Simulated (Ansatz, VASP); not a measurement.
# One calculation of SrTiO3, two programs

The input INCAR:

```
PREC = Accurate
ENCUT = 520
EDIFF = 1E-6
ISMEAR = 0
SIGMA = 0.05
LREAL = F
LASPH = T
NELM = 60
ALGO = Normal
ISIF = 2
LWAVE = F
LCHARG = T
GGA = PS
LELF = T
LVHAR = T
NBANDS = 28
```

The input KPOINTS:

```
regular mesh
0
Gamma
  8 8 8
```

File POSCAR:

```
SrTiO3
1.0
    4.0210437814      0.7607380127      0.7607380127
    0.7607380127      4.0210437814      0.7607380127
    0.7607380127      0.7607380127      4.0210437814
Sr Ti O
1 1 3
Direct
    0.0000000000      0.0000000000      0.0000000000
    0.5000000000      0.5000000000      0.5000000000
    0.0000000000      0.5000000000      0.5000000000
    0.5000000000      0.0000000000      0.5000000000
    0.5000000000      0.5000000000      0.0000000000
```

Input for Ansatz:

```yaml
crystal:
  lattice:
    - [4.0210437814, 0.7607380127, 0.7607380127]
    - [0.7607380127, 4.0210437814, 0.7607380127]
    - [0.7607380127, 0.7607380127, 4.0210437814]
  atoms:
    - { symbol: Sr, position: [0.0, 0.0, 0.0] }
    - { symbol: Ti, position: [0.5, 0.5, 0.5] }
    - { symbol: O, position: [0.0, 0.5, 0.5] }
    - { symbol: O, position: [0.5, 0.0, 0.5] }
    - { symbol: O, position: [0.5, 0.5, 0.0] }
basis:
  ecutwfc: 420
kpoints:
  mp_grid: { grid: [8, 8, 8] }
hamiltonian:
  xc: pbesol
scf:
  occupations: { method: gaussian, width: 0.05 }
output:
  forces: true
  stress: true
  eigenvalues: true
```

Alike in both runs: task single point; functional PBEsol; k mesh 8 × 8 × 8; occupations gaussian, width 0.05 eV; no spin polarisation.

|  | VASP | Ansatz |
| --- | --- | --- |
| version | VASP 6.6.1 | Ansatz 0.2.0 |
| potentials or method | VASP PAW PBE potentials, release 64 (Sr_sv, Ti_sv, O), cutoff 520 eV | scalar-relativistic, plane waves, PAW |
| valence electrons in the cell | 40 | 40 |

```tsv
	VASP	Ansatz	Ansatz less VASP
gap on the k mesh at the Fermi level (eV)	none	none	-
pressure (GPa)	17.8	16.4	-1.41
traceless stress, the component that is largest in VASP (GPa)	-35.26	-34.90	+0.351
```

VASP's potentials were made for PBE, not for PBEsol. A gap of «none» marks a metal or a gap that the smearing closes. The functional is the same, so the differences come from potentials, cutoffs and numerics.
